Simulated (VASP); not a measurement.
# Sn (Im-3m) in VASP: a series of runs, part 2 of 3

VASP 6.6.1. The steps go on from the part before.

### Step 3. Single point, PBE

This run uses another cell than the first one, of 30.20 Å³/atom, 1.110 times its volume.

File INCAR:

```
SYSTEM = Sn
PREC = Accurate
ENCUT = 520
EDIFF = 1E-6
ISMEAR = 0
SIGMA = 0.1
LREAL = .FALSE.
LASPH = .TRUE.
NELM = 100
ALGO = Fast
ISIF = 2
LWAVE = .FALSE.
LCHARG = .FALSE.
GGA = PE
NBANDS = 13
```

File KPOINTS:

```
Automatic mesh
0
G
  6 6 6
  0 0 0
```

File POSCAR:

```
Sn
1.0
   -1.9617202303      1.9617202303      1.9617202303
    1.9617202303     -1.9617202303      1.9617202303
    1.9617202303      1.9617202303     -1.9617202303
Sn
1
Direct
    0.0000000000      0.0000000000      0.0000000000
```

Potentials or basis: VASP PAW PBE potentials, release 64 (Sn_d).

Run with:

```console
> cat potpaw_PBE.64/Sn_d/POTCAR > POTCAR
> mpirun -np 1 vasp_std > vasp.out
```

OUTCAR:

```text
SYSTEM = Sn
   PREC = Accurate
   ENCUT = 520
   EDIFF = 1E-6
   ISMEAR = 0
   LREAL = .FALSE.
   LASPH = .TRUE.
   NELM = 100
   ISIF = 2
   GGA = PE

 ion  position               nearest neighbor table
   1  0.000  0.000  0.000-

  LATTYP: Found a body centered cubic cell.
 ALAT       =     3.9234404606

  Lattice vectors:

 A1 = (  -1.9617202303,   1.9617202303,   1.9617202303)
 A2 = (   1.9617202303,  -1.9617202303,   1.9617202303)
 A3 = (   1.9617202303,   1.9617202303,  -1.9617202303)

Analysis of symmetry for initial positions (statically):
=====================================================================
 Subroutine PRICEL returns:
 Original cell was already a primitive cell.

 Routine SETGRP: Setting up the symmetry group for a
 body centered cubic supercell.

 Subroutine GETGRP returns: Found 48 space group operations
 (whereof 48 operations were pure point group operations)
 out of a pool of 48 trial point group operations.

The static configuration has the point symmetry O_h .

Analysis of symmetry for dynamics (positions and initial velocities):
=====================================================================
 Subroutine PRICEL returns:
 Original cell was already a primitive cell.

 Routine SETGRP: Setting up the symmetry group for a
 body centered cubic supercell.

 Subroutine GETGRP returns: Found 48 space group operations
 (whereof 48 operations were pure point group operations)
 out of a pool of 48 trial point group operations.

The dynamic configuration has the point symmetry O_h .

 Subroutine INISYM returns: Found 48 space group operations
 (whereof 48 operations are pure point group operations),
 and found     1 'primitive' translations

----------------------------------------------------------------------------------------

                                     Primitive cell

  volume of cell :      30.1975

  direct lattice vectors                    reciprocal lattice vectors
    -1.961720230  1.961720230  1.961720230     0.000000000  0.254878342  0.254878342
     1.961720230 -1.961720230  1.961720230     0.254878342  0.000000000  0.254878342
     1.961720230  1.961720230 -1.961720230     0.254878342  0.254878342  0.000000000

  length of vectors
     3.397799109  3.397799109  3.397799109     0.360452408  0.360452408  0.360452408

  position of ions in fractional coordinates (direct lattice)
     0.000000000  0.000000000  0.000000000

  ion indices of the primitive-cell ions
   primitive index   ion index
                 1           1

----------------------------------------------------------------------------------------

 KPOINTS: Automatic mesh

Automatic generation of k-mesh.
 Grid dimensions read from file:
 generate k-points for:    6    6    6

 Generating k-lattice:

  Cartesian coordinates                     Fractional coordinates (reciprocal lattice)
     0.000000000  0.042479724  0.042479724     0.166666667  0.000000000  0.000000000
     0.042479724  0.000000000  0.042479724     0.000000000  0.166666667  0.000000000
     0.042479724  0.042479724  0.000000000     0.000000000  0.000000000  0.166666667

  Length of vectors
     0.060075401  0.060075401  0.060075401

  Shift w.r.t. Gamma in fractional coordinates (k-lattice)
     0.000000000  0.000000000  0.000000000

 Subroutine IBZKPT returns following result:
 ===========================================

 Found     16 irreducible k-points:

 Following reciprocal coordinates:
            Coordinates               Weight
  0.000000  0.000000  0.000000      1.000000
  0.166667  0.000000  0.000000     12.000000
  0.333333  0.000000  0.000000     12.000000
  0.500000  0.000000  0.000000      6.000000
  0.166667  0.166667  0.000000     24.000000
  0.333333  0.166667  0.000000     48.000000
[... 8 lines left out ...]
  0.500000  0.500000  0.333333     12.000000
  0.500000  0.500000  0.500000      1.000000
   k-points           NKPTS =     16   k-points in BZ     NKDIM =     16   number of bands    NBANDS=     13
   number of dos      NEDOS =    301   number of ions     NIONS =      1
   total plane-waves  NPLWV =  21952
   dimension x,y,z NGX =    28 NGY =   28 NGZ =   28
   dimension x,y,z NGXF=    56 NGYF=   56 NGZF=   56
   ions per type =               1
   NGX,Y,Z   is equivalent  to a cutoff of  13.70, 13.70, 13.70 a.u.
   NGXF,Y,Z  is equivalent  to a cutoff of  27.40, 27.40, 27.40 a.u.
 SYSTEM =  Sn
   PREC   = accura    normal or accurate (medium, high low for compatibility)
   ISTART =      0    job   : 0-new  1-cont  2-samecut
   ICHARG =      2    charge: 1-file 2-atom 10-const
   ISPIN  =      1    spin polarized calculation?
   LNONCOLLINEAR =      F non collinear calculations
   LSORBIT =      F    spin-orbit coupling
   LASPH  =      T    aspherical Exc in radial PAW
   ENCUT  =  520.0 eV  38.22 Ry    6.18 a.u.   6.32  6.32  6.32*2*pi/ulx,y,z
   NELM   =    100;   NELMIN=  2; NELMDL= -5     # of ELM steps
   EDIFF  = 0.1E-05   stopping-criterion for ELM
   LREAL  =      F    real-space projection
[... 7 lines left out ...]
   TEBEG  =    0.0;   TEEND  =   0.0 temperature during run
   PSTRESS=    0.0 pullay stress
   NELECT =      14.0000    total number of electrons
   NUPDOWN=      -1.0000    fix difference up-down
   EMIN   =  10.00;   EMAX   =-10.00  energy-range for DOS
   EFERMI =   0.00;   METHOD = LEGACY
   ISMEAR =     0;   SIGMA  =   0.10  broadening in eV -4-tet -1-fermi 0-gaus
   EFERMI_NEDOS =   21; number of points for ismear=-14 and -15
   IALGO  =     68    algorithm
   IMIX   =      4    mixing-type and parameters
     AMIX     =   0.40;   BMIX     =  1.00
     AMIX_MAG =   1.60;   BMIX_MAG =  1.00
  volume/ion in A,a.u.               =      30.20       203.78
  Fermi-wavevector in a.u.,A,eV,Ry     =   1.267050  2.394377 21.843009  1.605416
  Thomas-Fermi vector in A             =   2.400219
   LORBIT       =      0    0 simple, 1 ext, 2 COOP (PROOUT), +10 PAW based schemes
   GGA     = PE    functional components
   LHFCALC =     F    Hartree Fock is set to
   AEXX    =    0.0000 exact exchange contribution
   IVDW    =     0    specifies the selected vdW correction
   LEPSILON=     F    determine dielectric tensor
   LRPA    =     F    only Hartree local field effects (RPA)
 non-spin polarized calculation
 RMM-DIIS sequential band-by-band and
 Gauss-broadening in eV      SIGMA  =   0.10
  energy-cutoff  :      520.00
  volume of cell :       30.20
 maximum number of plane-waves:       856
 NGX is ok and might be reduce to    28
   NGX = 13   NGY = 13   NGZ = 13

 number of electron      14.0000001 magnetization

 Free energy of the ion-electron system (eV)
  ---------------------------------------------------
  ext. energy  EPLUGINS =         0.00000000
  ---------------------------------------------------
  free energy    TOTEN  =        -3.76908831 eV

  energy without entropy =       -3.76657679  energy(sigma->0) =       -3.76783255

 E-fermi :   7.0633     XC(G=0):  -9.8847

 val. band max:        6.5562611870   @ k =   0.3333   0.1667   0.1667
 cond. band min:       7.1111141572   @ k =   0.5000   0.5000   0.3333
 fundamental gap:      0.5548529702
 Fermi energy:         7.0632580024

 k-point     1 :       0.0000    0.0000    0.0000
  band No.  band energies     occupation
      1     -14.6525      2.00000
      2     -14.6525      2.00000
      3     -14.6525      2.00000
      4     -14.5530      2.00000
      5     -14.5530      2.00000
      6      -3.4878      2.00000
      7      13.9151      0.00000
      8      13.9151      0.00000
      9      13.9151      0.00000
     10      18.7598      0.00000
     11      18.7611      0.00000
     12      18.7663      0.00000
     13      18.8708      0.00000

 k-point     2 :       0.1667    0.0000    0.0000
  band No.  band energies     occupation
      1     -14.6603      2.00000
      2     -14.6408      2.00000
      3     -14.6133      2.00000
      4     -14.5611      2.00000
      5     -14.5543      2.00000
      6      -2.9363      2.00000
      7      10.5489      0.00000
      8      12.4738      0.00000
      9      13.3617      0.00000
     10      16.1259      0.00000
     11      16.5547      0.00000
[... 211 lines left out ...]
 k-point    16 :       0.5000    0.5000    0.5000
  band No.  band energies     occupation
      1     -14.6618      2.00000
      2     -14.6618      2.00000
      3     -14.5077      2.00000
      4     -14.5077      2.00000
      5     -14.5077      2.00000
      6       3.8266      2.00000
      7       6.5098      2.00000
      8       6.5098      2.00000
      9       6.5098      2.00000
     10      10.7475      0.00000
     11      10.7475      0.00000
     12      24.5016      0.00000
     13      26.4562      0.00000

------------------------ aborting loop because EDIFF is reached ----------------------------------------

  FORCE on cell =-STRESS in cart. coord.  units (eV):
  Direction    XX          YY          ZZ          XY          YZ          ZX
  --------------------------------------------------------------------------------------
  -------------------------------------------------------------------------------------
  Total       -0.7028045     -0.7028045     -0.7028045      0.0000000     -0.0000000      0.0000000
  in kB      -37.2884165    -37.2884165    -37.2884165      0.0000000     -0.0000000      0.0000000
  external PRESSURE =     -37.2884165 kB  Pullay stress =       0.0000000 kB

 VOLUME and BASIS-vectors are now :
 -----------------------------------------------------------------------------
  energy-cutoff  :      520.00
  volume of cell :       30.20
      direct lattice vectors                 reciprocal lattice vectors
    -1.961720230  1.961720230  1.961720230     0.000000000  0.254878342  0.254878342
     1.961720230 -1.961720230  1.961720230     0.254878342  0.000000000  0.254878342
     1.961720230  1.961720230 -1.961720230     0.254878342  0.254878342  0.000000000

 POSITION                                       TOTAL-FORCE (eV/Angst)
 -----------------------------------------------------------------------------------
      0.00000      0.00000      0.00000        -0.000000      0.000000     -0.000000
 -----------------------------------------------------------------------------------
    total drift:                                0.000000      0.000000      0.000000

  FREE ENERGIE OF THE ION-ELECTRON SYSTEM (eV)
  ---------------------------------------------------
  free  energy   TOTEN  =        -3.7690883074 eV

  energy  without entropy=       -3.7665767946  energy(sigma->0) =       -3.76783255
```

OSZICAR:

```text
N       E                     dE             d eps       ncg     rms          rms(c)
DAV:   1     0.777918151702E+02    0.77792E+02   -0.72045E+03   429   0.155E+03
DAV:   2     0.207604354031E+01   -0.75716E+02   -0.73233E+02   441   0.325E+02
DAV:   3    -0.365440890983E+01   -0.57305E+01   -0.57122E+01   494   0.742E+01
DAV:   4    -0.377457503303E+01   -0.12017E+00   -0.12015E+00   501   0.114E+01
DAV:   5    -0.377941902948E+01   -0.48440E-02   -0.48440E-02   560   0.222E+00    0.110E+00
RMM:   6    -0.377132731244E+01    0.80917E-02   -0.89663E-03   514   0.121E+00    0.633E-01
RMM:   7    -0.376908344963E+01    0.22439E-02   -0.74708E-03   510   0.991E-01    0.875E-02
RMM:   8    -0.376904045502E+01    0.42995E-04   -0.89332E-04   560   0.470E-01    0.288E-02
RMM:   9    -0.376908342754E+01   -0.42973E-04   -0.38998E-04   596   0.191E-01    0.172E-02
RMM:  10    -0.376908513828E+01   -0.17107E-05   -0.61970E-05   564   0.120E-01    0.177E-03
RMM:  11    -0.376908796517E+01   -0.28269E-05   -0.35407E-05   638   0.571E-02    0.444E-03
RMM:  12    -0.376908830743E+01   -0.34226E-06   -0.32223E-06   384   0.200E-02
   1 F= -.37690883E+01 E0= -.37678326E+01  d E =-.251151E-02
```

stdout:

```text
POSCAR found type information on POSCAR Sn
 POSCAR found :  1 types and       1 ions
 scaLAPACK will be used
 LDA part: xc-table for (Slater+PW92), standard interpolation
 POSCAR, INCAR and KPOINTS ok, starting setup
 FFT: planning ... GRIDC
 FFT: planning ... GRID_SOFT
 FFT: planning ... GRID
 WAVECAR not read
 entering main loop
```

It took 10 s on 1 thread of AMD EPYC 7R43 (Zen 3), shared host; peak memory 0.12 GiB.

Results:

```yaml
Free_energy: -3.7691 eV
Pressure: -3.7 GPa
Band_gap_on_the_k_mesh: zero (band 7 reaches 13.92 eV, above the bottom of band 8 at 4.75 eV)
```

Caveat: the k points lie up to 0.38 Å⁻¹ apart; spin-orbit coupling is left out, which moves the levels of the heavy elements.

[end of part 2 of 3]
